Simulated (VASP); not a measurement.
# LiCuAuO2 in VASP: a series of runs

Runs on LiCuAuO2. Level: PBE. Tasks: single point.

All numbers are computed with VASP 6.6.1; they aren't measurements. Logs are shortened: lines on timing, memory, paths and dates and some standing lists are left out, and cuts for length are marked.

## Step 1: The cell of the first run

The structure is trigonal, space group R3m (No. 160). Conventional cell: a = 3.274 Å, b = 3.274 Å, c = 19.256 Å, α = 90.00°, β = 90.00°, γ = 120.00°. Au (site symmetry 3m) has 2 O at 2.07 to 2.10 Å and 3 Li at 2.68 Å within 2.7 Å. Within 2.7 Å of Cu (site symmetry 3m) lie 6 O at 2.01 to 2.46 Å and 3 Li at 2.59 Å. O (site symmetry 3m) has 3 Li at 1.90 Å and 1 Au at 2.10 Å and 3 Cu at 2.46 Å within 2.5 Å. Within 2.7 Å of O (site symmetry 3m) lie 3 Cu at 2.01 Å and 1 Au at 2.07 Å and 1 Li at 2.44 Å. Within 2.7 Å of Li (site symmetry 3m) lie 4 O at 1.90 to 2.44 Å and 3 Cu at 2.59 Å and 3 Au at 2.68 Å.

## Step 2: Single point, PBE

INCAR

```
SYSTEM = LiCuAuO2
PREC = Accurate
ENCUT = 520
EDIFF = 1E-6
ISMEAR = -1
SIGMA = 0.05
LREAL = .FALSE.
LASPH = .TRUE.
NELM = 80
ALGO = Normal
ISIF = 2
LWAVE = .FALSE.
LCHARG = .FALSE.
GGA = PE
NBANDS = 26
```

KPOINTS

```
Automatic mesh
0
G
  9 9 9
  0 0 0
```

POSCAR

```
LiCuAuO2
1.0
    1.6371994655      0.9452375521      6.4188160000
   -1.6371994655      0.9452375521      6.4188160000
    0.0000000000     -1.8904751042      6.4188160000
Au Cu O Li
1 1 2 1
Direct
    0.9917940000      0.9917940000      0.9917940000
    0.5158030000      0.5158030000      0.5158030000
    0.1009220000      0.1009220000      0.1009220000
    0.8842220000      0.8842220000      0.8842220000
    0.7572590000      0.7572590000      0.7572590000
```

Potentials or basis: VASP PAW PBE potentials, release 64 (Au, Cu, O, Li_sv).

Command:

```bash
> cat potpaw_PBE.64/Au/POTCAR potpaw_PBE.64/Cu/POTCAR potpaw_PBE.64/O/POTCAR potpaw_PBE.64/Li_sv/POTCAR > POTCAR
> mpirun -np 1 vasp_std > vasp.out
```

OUTCAR:

```text
SYSTEM = LiCuAuO2
   PREC = Accurate
   ENCUT = 520
   EDIFF = 1E-6
   ISMEAR = -1
   LREAL = .FALSE.
   LASPH = .TRUE.
   NELM = 80
   ISIF = 2
   GGA = PE

 ion  position               nearest neighbor table
   1  0.992  0.992  0.992-   4 2.07   3 2.10   5 2.68   5 2.68   5 2.68
   2  0.516  0.516  0.516-   4 2.01   4 2.01   4 2.01   5 2.59   5 2.59   5 2.59
   3  0.101  0.101  0.101-   5 1.90   5 1.90   5 1.90   1 2.10
   4  0.884  0.884  0.884-   2 2.01   2 2.01   2 2.01   1 2.07
   5  0.757  0.757  0.757-   3 1.90   3 1.90   3 1.90   2 2.59   2 2.59   2 2.59   1 2.68   1 2.68
                             1 2.68

  LATTYP: Found a trigonal (rhomboedric) cell.
 ALAT       =     6.6914195027
 COS(alpha) =     0.8802717407

  Lattice vectors:

 A1 = (   1.6371994655,   0.9452375521,   6.4188160000)
 A2 = (  -1.6371994655,   0.9452375521,   6.4188160000)
 A3 = (   0.0000000000,  -1.8904751042,   6.4188160000)

Analysis of symmetry for initial positions (statically):
=====================================================================
 Subroutine PRICEL returns:
 Original cell was already a primitive cell.

 Routine SETGRP: Setting up the symmetry group for a
 trigonal (rhombohedral) supercell.

 Subroutine GETGRP returns: Found  6 space group operations
 (whereof  6 operations were pure point group operations)
 out of a pool of 12 trial point group operations.

The static configuration has the point symmetry C_3v.

Analysis of symmetry for dynamics (positions and initial velocities):
=====================================================================
 Subroutine PRICEL returns:
 Original cell was already a primitive cell.

 Routine SETGRP: Setting up the symmetry group for a
 trigonal (rhombohedral) supercell.

 Subroutine GETGRP returns: Found  6 space group operations
 (whereof  6 operations were pure point group operations)
 out of a pool of 12 trial point group operations.

The dynamic configuration has the point symmetry C_3v.

 Subroutine INISYM returns: Found  6 space group operations
 (whereof  6 operations are pure point group operations),
 and found     1 'primitive' translations

----------------------------------------------------------------------------------------

                                     Primitive cell

  volume of cell :      59.6003

  direct lattice vectors                    reciprocal lattice vectors
     1.637199465  0.945237552  6.418816000     0.305399562  0.176322519  0.051930657
    -1.637199465  0.945237552  6.418816000    -0.305399562  0.176322519  0.051930657
     0.000000000 -1.890475104  6.418816000     0.000000000 -0.352645039  0.051930657

  length of vectors
     6.691419503  6.691419503  6.691419503     0.356448196  0.356448196  0.356448196

  position of ions in fractional coordinates (direct lattice)
     0.991794000  0.991794000  0.991794000
     0.515803000  0.515803000  0.515803000
     0.100922000  0.100922000  0.100922000
     0.884222000  0.884222000  0.884222000
     0.757259000  0.757259000  0.757259000

  ion indices of the primitive-cell ions
   primitive index   ion index
                 1           1
                 2           2
                 3           3
                 4           4
                 5           5

----------------------------------------------------------------------------------------

 KPOINTS: Automatic mesh

Automatic generation of k-mesh.
 Grid dimensions read from file:
 generate k-points for:    9    9    9

 Generating k-lattice:

  Cartesian coordinates                     Fractional coordinates (reciprocal lattice)
     0.033933285  0.019591391  0.005770073     0.111111111 -0.000000000  0.000000000
    -0.033933285  0.019591391  0.005770073    -0.000000000  0.111111111  0.000000000
     0.000000000 -0.039182782  0.005770073     0.000000000  0.000000000  0.111111111

  Length of vectors
     0.039605355  0.039605355  0.039605355

  Shift w.r.t. Gamma in fractional coordinates (k-lattice)
     0.000000000  0.000000000  0.000000000

 Subroutine IBZKPT returns following result:
 ===========================================

 Found     85 irreducible k-points:

 Following reciprocal coordinates:
            Coordinates               Weight
  0.000000  0.000000  0.000000      1.000000
  0.111111 -0.000000  0.000000      6.000000
  0.222222 -0.000000  0.000000      6.000000
  0.333333 -0.000000  0.000000      6.000000
  0.444444 -0.000000  0.000000      6.000000
  0.111111  0.111111  0.000000      6.000000
[... 16 lines left out ...]
 -0.333333  0.333333  0.000000      6.000000
  0.444444  0.444444  0.000000      6.000000
 [... further k-points ...]
   k-points           NKPTS =     85   k-points in BZ     NKDIM =     85   number of bands    NBANDS=     26
   number of dos      NEDOS =    301   number of ions     NIONS =      5
   total plane-waves  NPLWV = 125000
   dimension x,y,z NGX =    50 NGY =   50 NGZ =   50
   dimension x,y,z NGXF=   100 NGYF=  100 NGZF=  100
   ions per type =               1   1   2   1
   NGX,Y,Z   is equivalent  to a cutoff of  12.42, 12.42, 12.42 a.u.
   NGXF,Y,Z  is equivalent  to a cutoff of  24.84, 24.84, 24.84 a.u.
 SYSTEM =  LiCuAuO2
   PREC   = accura    normal or accurate (medium, high low for compatibility)
   ISTART =      0    job   : 0-new  1-cont  2-samecut
   ICHARG =      2    charge: 1-file 2-atom 10-const
   ISPIN  =      1    spin polarized calculation?
   LNONCOLLINEAR =      F non collinear calculations
   LSORBIT =      F    spin-orbit coupling
   LASPH  =      T    aspherical Exc in radial PAW
   ENCUT  =  520.0 eV  38.22 Ry    6.18 a.u.  12.44 12.44 12.44*2*pi/ulx,y,z
   NELM   =     80;   NELMIN=  2; NELMDL= -5     # of ELM steps
   EDIFF  = 0.1E-05   stopping-criterion for ELM
   LREAL  =      F    real-space projection
   EDIFFG = 0.1E-04   stopping-criterion for IOM
   NSW    =      0    number of steps for IOM
   IBRION =     -1    ionic relax: 0-MD 1-quasi-New 2-CG
   NFREE  =      0    steps in history (QN), initial steepest desc. (CG)
   ISIF   =      2    stress and relaxation
   ISYM   =      2    0-nonsym 1-usesym 2-fastsym
   POTIM  = 0.5000    time-step for ionic-motion
   TEBEG  =    0.0;   TEEND  =   0.0 temperature during run
   PSTRESS=    0.0 pullay stress
   NELECT =      37.0000    total number of electrons
   NUPDOWN=      -1.0000    fix difference up-down
   EMIN   =  10.00;   EMAX   =-10.00  energy-range for DOS
   EFERMI =   0.00;   METHOD = LEGACY
   ISMEAR =    -1;   SIGMA  =   0.05  broadening in eV -4-tet -1-fermi 0-gaus
   EFERMI_NEDOS =   21; number of points for ismear=-14 and -15
   IALGO  =     38    algorithm
   IMIX   =      4    mixing-type and parameters
     AMIX     =   0.40;   BMIX     =  1.00
     AMIX_MAG =   1.60;   BMIX_MAG =  1.00
  volume/ion in A,a.u.               =      11.92        80.44
  Fermi-wavevector in a.u.,A,eV,Ry     =   1.396559  2.639113 26.536475  1.950376
  Thomas-Fermi vector in A             =   2.519901
   LORBIT       =      0    0 simple, 1 ext, 2 COOP (PROOUT), +10 PAW based schemes
   GGA     = PE    functional components
   LHFCALC =     F    Hartree Fock is set to
   AEXX    =    0.0000 exact exchange contribution
   IVDW    =     0    specifies the selected vdW correction
   LEPSILON=     F    determine dielectric tensor
   LRPA    =     F    only Hartree local field effects (RPA)
 non-spin polarized calculation
  energy-cutoff  :      520.00
  volume of cell :       59.60
 maximum number of plane-waves:      1627
 NGX is ok and might be reduce to    50
   NGX = 25   NGY = 25   NGZ = 25

 number of electron      37.0000002 magnetization

 Free energy of the ion-electron system (eV)
  ---------------------------------------------------
  ext. energy  EPLUGINS =         0.00000000
  ---------------------------------------------------
  free energy    TOTEN  =       -22.22200812 eV

  energy without entropy =      -22.18778343  energy(sigma->0) =      -22.20489577

 E-fermi :   4.4114     XC(G=0): -11.0161

 val. band max:        4.4005935206   @ k =   0.4444   0.3333   0.0000
 cond. band min:       4.4115794105   @ k =  -0.1111   0.2222   0.1111
 fundamental gap:      0.0109858899
 Fermi energy:         4.4114350031

 k-point     1 :       0.0000    0.0000    0.0000
  band No.  band energies     occupation
      1     -39.3226      2.00000
      2     -14.2993      2.00000
      3     -12.8027      2.00000
      4      -2.5580      2.00000
      5      -0.6822      2.00000
      6      -0.3906      2.00000
[... 18 lines left out ...]
     25      16.3086      0.00000
     26      18.5319      0.00000

 k-point     2 :       0.1111   -0.0000    0.0000
  band No.  band energies     occupation
      1     -39.3212      2.00000
      2     -14.2514      2.00000
      3     -12.7984      2.00000
      4      -2.4639      2.00000
      5      -0.6264      2.00000
      6      -0.3938      2.00000
[... 18 lines left out ...]
     25      16.5514      0.00000
     26      17.3677      0.00000

 k-point     3 :       0.2222   -0.0000    0.0000
  band No.  band energies     occupation
      1     -39.3176      2.00000
      2     -14.1266      2.00000
      3     -12.7880      2.00000
      4      -2.2311      2.00000
      5      -0.9158      2.00000
      6      -0.3017      2.00000
[... 18 lines left out ...]
     25      15.8382      0.00000
     26      16.9220      0.00000

 k-point     4 :       0.3333   -0.0000    0.0000
  band No.  band energies     occupation
      1     -39.3136      2.00000
      2     -13.9779      2.00000
      3     -12.7776      2.00000
      4      -1.9584      2.00000
      5      -1.2126      2.00000
      6      -0.2266      2.00000
[... 18 lines left out ...]
     25      15.7678      0.00000
     26      16.1482      0.00000
[... 496 lines left out ...]
      1     -39.3098      2.00000
      2     -13.8239      2.00000
      3     -12.7825      2.00000
      4      -1.6436      2.00000
      5      -1.1131      2.00000
      6      -0.5385      2.00000
[... 18 lines left out ...]
     25      14.5117      0.00000
     26      15.8358      0.00000

 k-point    23 :      -0.3333    0.3333    0.0000
  band No.  band energies     occupation
      1     -39.3091      2.00000
      2     -13.8059      2.00000
      3     -12.7672      2.00000
      4      -1.5235      2.00000
      5      -1.0731      2.00000
      6      -0.8495      2.00000
[... 18 lines left out ...]
     25      14.4542      0.00000
     26      15.3812      0.00000

 k-point    24 :       0.4444    0.4444    0.0000
  band No.  band energies     occupation
      1     -39.3109      2.00000
      2     -13.8564      2.00000
      3     -12.8022      2.00000
      4      -1.8744      2.00000
      5      -1.0730      2.00000
      6      -0.1812      2.00000
[... 18 lines left out ...]
     25      15.3383      0.00000
     26      15.8985      0.00000

 [... further k-points ...]

------------------------ aborting loop because EDIFF is reached ----------------------------------------

  FORCE on cell =-STRESS in cart. coord.  units (eV):
  Direction    XX          YY          ZZ          XY          YZ          ZX
  --------------------------------------------------------------------------------------
  -------------------------------------------------------------------------------------
  Total       -0.1696201     -0.1696201     -1.0466940      0.0000000      0.0000000      0.0000000
  in kB       -4.5597291     -4.5597291    -28.1372449      0.0000000      0.0000000      0.0000000
  external PRESSURE =     -12.4189010 kB  Pullay stress =       0.0000000 kB

 VOLUME and BASIS-vectors are now :
 -----------------------------------------------------------------------------
  energy-cutoff  :      520.00
  volume of cell :       59.60
      direct lattice vectors                 reciprocal lattice vectors
     1.637199465  0.945237552  6.418816000     0.305399562  0.176322519  0.051930657
    -1.637199465  0.945237552  6.418816000    -0.305399562  0.176322519  0.051930657
     0.000000000 -1.890475104  6.418816000     0.000000000 -0.352645039  0.051930657

 POSITION                                       TOTAL-FORCE (eV/Angst)
 -----------------------------------------------------------------------------------
      0.00000      0.00000     19.09843         0.000000     -0.000000     -0.008124
      0.00000      0.00000      9.93253         0.000000      0.000000      0.239543
      0.00000      0.00000      1.94340         0.000000      0.000000     -0.320175
      0.00000      0.00000     17.02697         0.000000      0.000000      0.046565
      0.00000      0.00000     14.58212         0.000000      0.000000      0.042191
 -----------------------------------------------------------------------------------
    total drift:                               -0.000000     -0.000000     -0.001707

  FREE ENERGIE OF THE ION-ELECTRON SYSTEM (eV)
  ---------------------------------------------------
  free  energy   TOTEN  =       -22.2220081151 eV

  energy  without entropy=      -22.1877834335  energy(sigma->0) =      -22.20489577
```

Wall time 11 min (1 thread of Intel Xeon Platinum 8488C (Sapphire Rapids), shared host); peak memory 0.43 GiB.

Results:

| Property | Result |
| --- | --- |
| Free energy | -22.2220 eV |
| Largest force | 0.320 eV/Å |
| Band gap on the k mesh | zero (an odd number of electrons rules out a gap without spin polarisation) |

Forces on the atoms (eV/Å):
```
Au   0.000  0.000 -0.008
Cu   0.000  0.000  0.240
O    0.000  0.000 -0.320
O    0.000  0.000  0.047
Li   0.000  0.000  0.042
```

Caveat: the cutoff is under 1.25 times the usual one of these potentials, so pressure, stress and relaxed cells hold a basis-set (Pulay) error; spin-orbit coupling is left out, which moves the levels of the heavy elements; an odd number of electrons without spin polarisation forces a metal; a magnetic or distorted state may lie lower.

## Step 3: Single point, PBE (atoms moved at random)

INCAR

```
SYSTEM = LiCuAuO2
ALGO     = Normal         ! electronic algorithm
EDIFF    = 1E-6           ! SCF threshold, eV
ENCUT    = 520            ! plane-wave cutoff, eV
GGA      = PE             ! functional
ISIF     = 2              ! what is computed and relaxed
ISMEAR   = -1             ! smearing method
LASPH    = .True.         ! aspherical terms in the spheres
LCHARG   = .False.        ! write CHGCAR
LREAL    = .False.        ! projectors in reciprocal space
LWAVE    = .False.        ! write WAVECAR
NBANDS   = 26             ! bands
NELM     = 80             ! most SCF steps
PREC     = Accurate       ! precision mode
SIGMA    = 0.05           ! smearing width, eV
```

KPOINTS

```
k-points
0
Gamma
  9 9 9
  0 0 0
```

POSCAR

```
LiCuAuO2
1.0
    1.6371994655      0.9452375521      6.4188160000
   -1.6371994655      0.9452375521      6.4188160000
    0.0000000000     -1.8904751042      6.4188160000
Au Cu O Li
1 1 2 1
Direct
    0.9937670000      0.9857840000      0.9993520000
    0.5241870000      0.4972850000      0.5209700000
    0.0924570000      0.0903920000      0.1149190000
    0.8884950000      0.8890580000      0.8705130000
    0.7385620000      0.7784190000      0.7558600000
```

Potentials or basis: VASP PAW PBE potentials, release 64 (Au, Cu, O, Li_sv).

Command:

```bash
> cat potpaw_PBE.64/Au/POTCAR potpaw_PBE.64/Cu/POTCAR potpaw_PBE.64/O/POTCAR potpaw_PBE.64/Li_sv/POTCAR > POTCAR
> mpirun -np 1 vasp_std > vasp.out
```

Wall time 42 min (1 thread of Intel Xeon Platinum 8488C (Sapphire Rapids), shared host); peak memory 0.8 GiB.

It converged, with:

| Item | Value |
| --- | --- |
| Free energy | -22.1587 eV |
| Largest force | 1.095 eV/Å |
| Band gap on the k mesh | zero (an odd number of electrons rules out a gap without spin polarisation) |

Forces on the atoms (eV/Å):
```
Au  -0.116  0.069 -1.086
Cu  -0.368  0.281  0.448
O   -0.211  0.172  0.215
O    0.281 -0.275  0.421
Li   0.415 -0.247  0.002
```

Levels at points of the mesh, in eV from the Fermi level:
```tsv
k point	band 17	band 18	band 19	band 20	band 21	band 22
(0.00, 0.00, 0.00)	-1.11	0.49	0.55	0.95	4.92	5.98
```

Caveat: the cell differs from its parent crystal (atoms moved at random); the cutoff is under 1.25 times the usual one of these potentials, so pressure, stress and relaxed cells hold a basis-set (Pulay) error; spin-orbit coupling is left out, which moves the levels of the heavy elements; an odd number of electrons without spin polarisation forces a metal; a magnetic or distorted state may lie lower.
